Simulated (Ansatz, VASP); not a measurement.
## CuO: VASP beside Ansatz

File INCAR:

```
SYSTEM = CuO
ALGO = Normal
EDIFF = 1E-7
ENCUT = 520
ISIF = 2
ISMEAR = 0
LASPH = .True.
LCHARG = .False.
LDAU = .True.
LDAUJ = 0 0
LDAUL = 2 -1
LDAUPRINT = 1
LDAUTYPE = 2
LDAUU = 8 0
LMAXMIX = 4
LREAL = .False.
LWAVE = .False.
NBANDS = 25
NELM = 150
PREC = Accurate
SIGMA = 0.05
```

KPOINTS

```
k-points
0
Gamma
  7 7 4
  0 0 0
```

Contents of POSCAR:

```
CuO
1.0
    2.3446497600     -1.7133998200      0.0000000000
    2.3446497600      1.7133998200      0.0000000000
   -0.8605499100      0.0000000000      5.0594394800
Cu O
2 2
Direct
    0.0032000000      0.4968000000      0.0000000000
    0.4968000000      0.0032000000      0.5000000000
    0.5714000000      0.4056000000      0.2537000000
    0.4056000000      0.5714000000      0.7537000000
```

Input for Ansatz:

```yaml
crystal:
  lattice:
    - [2.34464976, -1.71339982, 0.0]
    - [2.34464976, 1.71339982, 0.0]
    - [-0.86054991, 0.0, 5.05943948]
  atoms:
    - { symbol: Cu, position: [0.0032, 0.4968, 0.0] }
    - { symbol: Cu, position: [0.4968, 0.0032, 0.5] }
    - { symbol: O, position: [0.5714, 0.4056, 0.2537] }
    - { symbol: O, position: [0.4056, 0.5714, 0.7537] }
basis:
  ecutwfc: 420
  ecutrho_ratio: 4
kpoints:
  mp_grid: { grid: [7, 7, 4] }
hamiltonian:
  xc: lda
  hubbard:
    sites: [{ site: 0, l: d, u_eff: 8.0 }, { site: 1, l: d, u_eff: 8.0 }]
scf:
  occupations: { method: gaussian, width: 0.05 }
  lower_state_search: "off"
  max_iter: 150
output:
  forces: true
  stress: true
  eigenvalues: true
  populations: true
  hubbard: { sites: [{ site: 0, l: d }, { site: 1, l: d }] }
```

Alike in both runs: task single point; functional LDA; k mesh 7 × 7 × 4; occupations gaussian, width 0.05 eV; no spin polarisation; Hubbard terms Cu d U = 8.0 eV.

|  | VASP | Ansatz |
| --- | --- | --- |
| version | VASP 6.6.1 | Ansatz 0.2.0 |
| potentials or method | VASP PAW LDA potentials, release 64 (Cu, O), cutoff 520 eV | scalar-relativistic, plane waves, PAW |
| valence electrons in the cell | 34 | 50 |

|  | VASP | Ansatz | Ansatz less VASP |
| --- | --- | --- | --- |
| gap on the k mesh at the Fermi level (eV) | none | none | - |
| pressure (GPa) | -15.2 | -4.9 | +10.26 |
| traceless stress, the component that is largest in VASP (GPa) | 3.75 | 1.77 | -1.978 |
| rms of the force components (eV/Å) | 0.362 | 0.451 | +0.0893 |

LDA's correlation is that of Perdew and Zunger in VASP and of Perdew and Wang (1992) in Ansatz. The programs project onto different local orbitals, so the same U acts differently, and such runs can settle in different states. Atom by atom the forces differ by 0.128 eV/Å (rms over components). A gap of «none» marks a metal or a gap that the smearing closes. VASP's potentials hold 34 valence electrons a cell and Ansatz's 50, so a difference there can come from the potentials and not from the codes. Ansatz's warnings: filled band counts differ across k points.
